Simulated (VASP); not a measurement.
# GaN (P6_3mc) in VASP: notebook, part 2 of 2

VASP 6.6.1. The steps go on from the part before.

### 4 Single point, r2SCAN

This run uses another cell than the first one, of 11.37 Å³/atom, 1.064 times its volume.

POSCAR reads:

```
GaN
1.0
    3.1831495935      0.0000000000      0.0000000000
   -1.5915747967      2.7566884120      0.0000000000
    0.0000000000      0.0000000000      5.1836256325
Ga N
2 2
Direct
    0.3333333333      0.6666666667     -0.0008868489
    0.6666666667      0.3333333333      0.4991131511
    0.3333333333      0.6666666667      0.3758868489
    0.6666666667      0.3333333333      0.8758868489
```

INCAR.step1 reads:

```
SYSTEM = GaN
PREC = Accurate
ENCUT = 520
ISMEAR = 0
SIGMA = 0.01
LREAL = .False.
LASPH = .True.
NELM = 80
NBANDS = 26
GGA = PE
ALGO = Normal
EDIFF = 1E-4
LWAVE = .True.
LCHARG = .False.
```

INCAR.step2 reads:

```
SYSTEM = GaN
PREC = Accurate
ENCUT = 520
EDIFF = 1E-7
ISMEAR = 0
SIGMA = 0.01
LREAL = .False.
LASPH = .True.
NELM = 80
ALGO = Normal
ISIF = 2
LWAVE = .False.
LCHARG = .False.
METAGGA = R2SCAN
LMIXTAU = .True.
NBANDS = 26
ISTART = 1
```

KPOINTS reads:

```
regular mesh
0
Gamma
  9 9 4
  0 0 0
```

Potentials or basis: VASP PAW PBE potentials, release 64 (Ga_d, N).

On the command line:

```
$ cat potpaw_PBE.64/Ga_d/POTCAR potpaw_PBE.64/N/POTCAR > POTCAR
$ cp INCAR.step1 INCAR
$ mpirun -np 1 vasp_std > vasp.out
$ cp INCAR.step2 INCAR
$ mpirun -np 1 vasp_std > vasp.out
```

OUTCAR:

```text
SYSTEM = GaN
   PREC = Accurate
   ENCUT = 520
   EDIFF = 1E-7
   ISMEAR = 0
   LREAL = .False.
   LASPH = .True.
   NELM = 80
   ISIF = 2
   METAGGA = R2SCAN
   ISTART = 1

 ion  position               nearest neighbor table
   1  0.333  0.667  0.999-   4 1.95   4 1.95   4 1.95   3 1.95
   2  0.667  0.333  0.499-   3 1.95   3 1.95   3 1.95   4 1.95
   3  0.333  0.667  0.376-   2 1.95   2 1.95   2 1.95   1 1.95
   4  0.667  0.333  0.876-   1 1.95   1 1.95   1 1.95   2 1.95

  LATTYP: Found a hexagonal cell.
 ALAT       =     3.1831495935
 C/A-ratio  =     1.6284580665

[... 889 lines left out ...]

 [... further k-points ...]
[... 5 lines left out ...]
  --------------------------------------------------------------------------------------
  -------------------------------------------------------------------------------------
  Total        0.3195890      0.3195890      0.2821848      0.0000000      0.0000000      0.0000000
  in kB       11.2570345     11.2570345      9.9395282      0.0000000      0.0000000      0.0000000
  external PRESSURE =      10.8178657 kB  Pullay stress =       0.0000000 kB

 VOLUME and BASIS-vectors are now :
 -----------------------------------------------------------------------------
  energy-cutoff  :      520.00
  volume of cell :       45.49
      direct lattice vectors                 reciprocal lattice vectors
     3.183149594  0.000000000  0.000000000     0.314154258  0.181377046  0.000000000
    -1.591574797  2.756688412  0.000000000     0.000000000  0.362754091  0.000000000
     0.000000000  0.000000000  5.183625633     0.000000000  0.000000000  0.192915166

 POSITION                                       TOTAL-FORCE (eV/Angst)
 -----------------------------------------------------------------------------------
     -0.00000      1.83779      5.17903        -0.000000     -0.000000      0.005047
      1.59157      0.91890      2.58722         0.000000      0.000000      0.005047
     -0.00000      1.83779      1.94846         0.000000     -0.000000     -0.005047
      1.59157      0.91890      4.54027         0.000000     -0.000000     -0.005047
 -----------------------------------------------------------------------------------
    total drift:                                0.000002      0.000004      0.034527

  FREE ENERGIE OF THE ION-ELECTRON SYSTEM (eV)
  ---------------------------------------------------
  free  energy   TOTEN  =       -43.8206827532 eV

  energy  without entropy=      -43.8206827532  energy(sigma->0) =      -43.82068275
```

Run time: 6 min. Hardware: 1 thread of AMD EPYC 7R13, shared host; peak memory 0.16 GiB.

What came out:

* Free energy: -43.8207 eV
* Pressure: 1.1 GPa
* Largest force: 0.005 eV/Å
* Band gap on the k mesh: 2.34 eV, direct

Forces in eV/Å, atoms in the order of the input:
```
Ga   0.000  0.000  0.005
Ga   0.000  0.000  0.005
N    0.000  0.000 -0.005
N    0.000  0.000 -0.005
```

Caveat: the PAW data sets were made with another functional, which shifts forces and pressure a little.

### 5 Single point, r2SCAN (volume changed by +3%)

POSCAR reads:

```
GaN
1.0
    3.2146679759      0.0000000000      0.0000000000
   -1.6073339879      2.7839841319      0.0000000000
    0.0000000000      0.0000000000      5.2349519966
Ga N
2 2
Direct
    0.3333333333      0.6666666667     -0.0008868489
    0.6666666667      0.3333333333      0.4991131511
    0.3333333333      0.6666666667      0.3758868489
    0.6666666667      0.3333333333      0.8758868489
```

INCAR.step1 reads:

```
SYSTEM = GaN
  ALGO = Normal
  EDIFF = 1E-4
  ENCUT = 520
  GGA = PE
  ISMEAR = 0
  LASPH = .TRUE.
  LCHARG = .FALSE.
  LREAL = .FALSE.
  LWAVE = .TRUE.
  NBANDS = 26
  NELM = 80
  PREC = Accurate
  SIGMA = 0.01
```

INCAR.step2 reads:

```
SYSTEM = GaN
  ALGO = Normal
  EDIFF = 1E-6
  ENCUT = 520
  ISIF = 2
  ISMEAR = 0
  ISTART = 1
  LASPH = .TRUE.
  LCHARG = .FALSE.
  LMIXTAU = .TRUE.
  LREAL = .FALSE.
  LWAVE = .FALSE.
  METAGGA = R2SCAN
  NBANDS = 26
  NELM = 80
  PREC = Accurate
  SIGMA = 0.01
```

KPOINTS reads:

```
k-points
0
G
  9 9 4
  0 0 0
```

On the command line:

```
$ cat potpaw_PBE.64/Ga_d/POTCAR potpaw_PBE.64/N/POTCAR > POTCAR
$ cp INCAR.step1 INCAR
$ mpirun -np 1 vasp_std > vasp.out
$ cp INCAR.step2 INCAR
$ mpirun -np 1 vasp_std > vasp.out
```

Run time: 4.8 min. Hardware: 1 thread of AMD EPYC 7R13, shared host; peak memory 0.16 GiB.

It converged, with:

* Free energy: -43.8068 eV
* Pressure: -4.5 GPa
* Band gap on the k mesh: 2.14 eV, direct

Levels at points of the mesh, in eV from the valence-band top:
```tsv
k point	band 15	band 16	band 17	band 18	band 19	band 20	band 21	band 22
(0.00, 0.00, 0.00)	-1.03	-0.03	0.00	0.00	2.14	4.61	9.78	10.41
(0.00, 0.00, 0.50)	-0.53	-0.53	-0.53	-0.53	4.57	4.57	9.01	9.01
```

Caveat: the cell differs from its parent crystal (volume changed by +3%); the PAW data sets were made with another functional, which shifts forces and pressure a little.

### 6 Overview

```csv
cell,gap on the mesh (eV),pressure (GPa),largest force (eV/Å)
"a = 3.118, b = 3.118, c = 5.078 Å, angles 90.0, 90.0, 120.0°, 4 atoms",2.77,15.2,0.02
"a = 3.151, b = 3.151, c = 5.131 Å, angles 90.0, 90.0, 120.0°, 4 atoms",2.56,7.6,0.01
"a = 3.183, b = 3.183, c = 5.184 Å, angles 90.0, 90.0, 120.0°, 4 atoms",2.34,1.1,0.01
"a = 3.215, b = 3.215, c = 5.235 Å, angles 90.0, 90.0, 120.0°, 4 atoms",2.14,-4.5,-
```

Alike in all rows: task single point; level r2SCAN; potentials or basis VASP PAW PBE potentials, release 64 (Ga_d, N); no spin polarisation; k mesh 9 × 9 × 4; cutoff (eV) 520; smearing gaussian 0.01 eV.

Caveats: the PAW data sets were made with another functional, which shifts forces and pressure a little.

Absolute energies hang on the potentials; compare differences alone.

### 7 How close it comes

Step 4. A measured gap of GaN is 3.503 eV (direct; quoted in “Studying electronic properties in GaN without electrical contacts using γ-γ vs e−-γ Perturbed Angular Correlations”, 2019, pmc:6823545); the calculated 2.34 eV misses it by -1.16 eV. Spin-orbit coupling on Ga is left out. The value is that of r2SCAN, without temperature or zero-point motion.
